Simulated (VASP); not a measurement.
Write the native input for VASP 6.6.1 that does the following.

```yaml
Task: relaxation of cell and atoms
Functional: PBE
Potentials_or_basis: VASP PAW PBE potentials, release 64 (Ti_sv, C)
Cutoff: 600 eV
k_mesh: 22 × 22 × 22
Occupations: gaussian, width 0.1 eV
Spin: no spin polarisation
Dipole_correction: no
Further_INCAR_settings: ALGO = Normal; EDIFF = 1e-06; IBRION = 2; EDIFFG = -0.01; NSW = 100; ISIF = 3
```

The structure of TiC lies in POSCAR:

```
TiC
1.0
    0.0000000000      2.1657187900      2.1657187900
    2.1657187900      0.0000000000      2.1657187900
    2.1657187900      2.1657187900      0.0000000000
Ti C
1 1
Direct
    0.0000000000      0.0000000000      0.0000000000
    0.5000000000      0.5000000000      0.5000000000
```

The input as run:

INCAR

```
  ALGO = Normal
  EDIFF = 1E-6
  EDIFFG = -0.01
  ENCUT = 600
  GGA = PE
  IBRION = 2
  ISIF = 3
  ISMEAR = 0
  LASPH = T
  LCHARG = F
  LREAL = F
  LWAVE = F
  NELM = 80
  NSW = 100
  PREC = Accurate
  SIGMA = 0.1
```

KPOINTS

```
k-points
0
Gamma
  22 22 22
```

Potentials or basis: VASP PAW PBE potentials, release 64 (Ti_sv, C).

Run with:

```sh
$ cat potpaw_PBE.64/Ti_sv/POTCAR potpaw_PBE.64/C/POTCAR > POTCAR
$ mpirun -np 1 vasp_std > vasp.out
```

Results of the run:

The relaxed volume is 10.17 Å³/atom and the relaxed cell is a = 3.064 Å, b = 3.064 Å, c = 3.064 Å, α = 60.00°, β = 60.00°, γ = 60.00°. The space group after relaxing (to 0.1 Å) is Fm-3m (No. 225), the energy gained by relaxing is 0.0 meV/atom and the ionic steps are 3. The pressure after relaxing is 0.0 GPa and the band gap on the k mesh is zero (bands 8 and 9 overlap by 1.10 eV).

Wall time 82 s on 1 thread of Intel(R) Xeon(R) Platinum 8488C (Sapphire Rapids), on a shared host, peak memory 0.24 GiB.
